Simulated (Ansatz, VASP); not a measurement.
Two plane-wave programs on In

Contents of INCAR:

```
SYSTEM = In
ALGO = Fast
EDIFF = 1E-6
ENCUT = 520
GGA = PE
ISIF = 2
ISMEAR = 0
LASPH = .TRUE.
LCHARG = .TRUE.
LELF = .TRUE.
LREAL = .FALSE.
LVHAR = .TRUE.
LWAVE = .FALSE.
NBANDS = 26
NELM = 80
PREC = Accurate
SIGMA = 0.1
```

Contents of KPOINTS:

```
k-points
0
G
  10 10 10
  0 0 0
```

The input POSCAR:

```
In
1.0
    4.5465367957      0.0000000000      0.0000000000
    0.0000000000      4.5465367957      0.0000000000
    0.0000000000      0.0000000000      4.5465367957
In
3
Direct
    0.5000000000      0.0000000000      0.0000000000
    0.0000000000      0.5000000000      0.0000000000
    0.0000000000      0.0000000000      0.5000000000
```

Input for Ansatz:

```yaml
crystal:
  lattice:
    - [4.5465367957, 0.0, 0.0]
    - [0.0, 4.5465367957, 0.0]
    - [0.0, 0.0, 4.5465367957]
  atoms:
    - { symbol: In, position: [0.5, 0.0, 0.0] }
    - { symbol: In, position: [0.0, 0.5, 0.0] }
    - { symbol: In, position: [0.0, 0.0, 0.5] }
basis:
  ecutwfc: 420
kpoints:
  mp_grid: { grid: [10, 10, 10] }
hamiltonian:
  xc: pbe
scf:
  occupations: { method: gaussian, width: 0.1 }
output:
  forces: true
  stress: true
  eigenvalues: true
```

Alike in both runs: task single point; functional PBE; k mesh 10 × 10 × 10; occupations gaussian, width 0.1 eV; no spin polarisation.

|  | VASP | Ansatz |
| --- | --- | --- |
| version | VASP 6.6.1 | Ansatz 0.2.0 |
| potentials or method | VASP PAW PBE potentials, release 64 (In_d), cutoff 520 eV | scalar-relativistic, plane waves, PAW |
| valence electrons in the cell | 39 | 39 |

|  | VASP | Ansatz | Ansatz less VASP |
| --- | --- | --- | --- |
| gap on the k mesh at the Fermi level (eV) | none | none | - |
| pressure (GPa) | -0.8 | -0.8 | -0.02 |

A gap of «none» marks a metal or a gap that the smearing closes. The functional is the same, so the differences come from potentials, cutoffs and numerics.
